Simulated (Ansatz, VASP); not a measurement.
# RbHg in VASP and in Ansatz

```
Rb Hg
1.0
     0.00000    4.17717    4.17717
     4.17717    0.00000    4.17717
     4.17717    4.17717    0.00000
Rb Hg
1 1
Cartesian
  2.0886 2.0886 2.0886
  0.0000 0.0000 0.0000
```

Change from the starting cell: species swapped into the GaP type (F-43m, No. 216).

Alike in both runs: functional PBE; k mesh 12 × 12 × 12; occupations gaussian, width 0.1 eV; no spin polarisation.

Ansatz relaxed the structure, and its values are those at the end. VASP's run is a single point on that final structure, the one shown.

```csv
,VASP,Ansatz
version,VASP 6.6.1,Ansatz 0.2.0
potentials or method,"VASP PAW PBE potentials, release 64 (Rb_sv, Hg), cutoff 520 eV","scalar-relativistic, plane waves, PAW"
valence electrons in the cell,21,29
```

```tsv
	VASP	Ansatz	Ansatz less VASP
gap on the k mesh at the Fermi level (eV)	none	none	-
pressure (GPa)	0.0	0.0	+0.01
```

A gap of «none» marks a metal or a gap that the smearing closes. The functional is the same, so the differences come from potentials, cutoffs and numerics. VASP's potentials hold 21 valence electrons a cell and Ansatz's 29, so a difference there can come from the potentials and not from the codes.

Neither program's run includes spin-orbit coupling.
